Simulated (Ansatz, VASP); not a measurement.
## In3As: VASP beside Ansatz

```
In As
1.0
     3.06827    1.77147    4.63888
    -3.06827    1.77147    4.63888
     0.00000   -3.54293    4.63888
In As
3 1
Direct
  0.50000 0.50000 0.00000
  0.00000 0.50000 0.50000
  0.50000 0.00000 0.50000
  0.50000 0.50000 0.50000
```

Alike in both runs: functional PBE; k mesh 12 × 12 × 12; occupations gaussian, width 0.1 eV; no spin polarisation.

Ansatz relaxed the structure, and its values are those at the end. VASP's run is a single point on that final structure, the one shown.

|  | VASP | Ansatz |
| --- | --- | --- |
| version | VASP 6.6.1 | Ansatz 0.2.0 |
| potentials or method | VASP PAW PBE potentials, release 64 (In_d, As), cutoff 520 eV | scalar-relativistic, plane waves, PAW |
| valence electrons in the cell | 44 | 54 |

```csv
,VASP,Ansatz,Ansatz less VASP
gap on the k mesh at the Fermi level (eV),none,none,-
pressure (GPa),0.0,0.0,+0.01
```

A gap of «none» marks a metal or a gap that the smearing closes. VASP's potentials hold 44 valence electrons a cell and Ansatz's 54, so a difference there can come from the potentials and not from the codes.
